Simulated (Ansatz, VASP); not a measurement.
One calculation of Li3Y2P3, two programs

Contents of INCAR:

```
SYSTEM = Li3Y2P3
ALGO     = Normal         ! electronic algorithm
EDIFF    = 1E-6           ! SCF threshold, eV
EDIFFG   = -0.01          ! ionic threshold
ENCUT    = 600            ! plane-wave cutoff, eV
GGA      = PE             ! functional
IBRION   = 2              ! ionic algorithm
ISIF     = 3              ! what is computed and relaxed
ISMEAR   = 0              ! smearing method
LASPH    = .TRUE.         ! aspherical terms in the spheres
LCHARG   = .FALSE.        ! write CHGCAR
LREAL    = .FALSE.        ! projectors in reciprocal space
LWAVE    = .FALSE.        ! write WAVECAR
NELM     = 100            ! most SCF steps
NSW      = 100            ! ionic steps
PREC     = Accurate       ! precision mode
SIGMA    = 0.1            ! smearing width, eV
```

The input KPOINTS:

```
k-points
0
G
  8 8 8
  0 0 0
```

Contents of POSCAR:

```
Li3Y2P3
1.0
    5.4434660100      0.0000000000      0.0000000000
    0.0000000000      5.4434660100      0.0000000000
    0.0000000000      0.0000000000      5.4434660100
Li Y P
3 2 3
Direct
    0.5000000000      0.0000000000      0.0000000000
    0.0000000000      0.5000000000      0.0000000000
    0.0000000000      0.0000000000      0.5000000000
    0.0000000000      0.0000000000      0.0000000000
    0.5000000000      0.5000000000      0.5000000000
    0.0000000000      0.5000000000      0.5000000000
    0.5000000000      0.0000000000      0.5000000000
    0.5000000000      0.5000000000      0.0000000000
```

Input for Ansatz:

```yaml
crystal:
  lattice:
    - [5.44346601, 0.0, 0.0]
    - [0.0, 5.44346601, 0.0]
    - [0.0, 0.0, 5.44346601]
  atoms:
    - { symbol: Li, position: [0.5, 0.0, 0.0] }
    - { symbol: Li, position: [0.0, 0.5, 0.0] }
    - { symbol: Li, position: [0.0, 0.0, 0.5] }
    - { symbol: "Y", position: [0.0, 0.0, 0.0] }
    - { symbol: "Y", position: [0.5, 0.5, 0.5] }
    - { symbol: P, position: [0.0, 0.5, 0.5] }
    - { symbol: P, position: [0.5, 0.0, 0.5] }
    - { symbol: P, position: [0.5, 0.5, 0.0] }
basis:
  ecutwfc: 420
kpoints:
  mp_grid: { grid: [8, 8, 8] }
hamiltonian:
  xc: pbe
scf:
  occupations: { method: gaussian, width: 0.1 }
output:
  forces: true
  stress: true
  eigenvalues: true
relax:
  adjacent_minimum: "off"
  f_tol: 0.01
  max_steps: 80
  cell: { stress_tol: 0.05 }
```

Alike in both runs: task relaxation of cell and atoms; functional PBE; k mesh 8 × 8 × 8; occupations gaussian, width 0.1 eV; no spin polarisation.

```csv
,VASP,Ansatz
version,VASP 6.6.1,Ansatz 0.2.0
potentials or method,"VASP PAW PBE potentials, release 64 (Li_sv, Y_sv, P), cutoff 600 eV","scalar-relativistic, plane waves, PAW"
valence electrons in the cell,46,46
```

Ansatz gave:

| Item | Value |
| --- | --- |
| gap on the k mesh at the Fermi level, each at its own relaxed structure (eV) | none |
| relaxed volume (Å³/atom) | 20.12 |
| relaxed cell length with the largest relative difference (Å) | 5.440 |

Q: Estimate VASP's values.

A: gap on the k mesh at the Fermi level, each at its own relaxed structure (eV): none; relaxed volume (Å³/atom): 20.11; relaxed cell length with the largest relative difference (Å): 5.439.

A gap of «none» marks a metal or a gap that the smearing closes.

Noted on VASP's run: the cutoff is short for stress, so the pressure is rough.
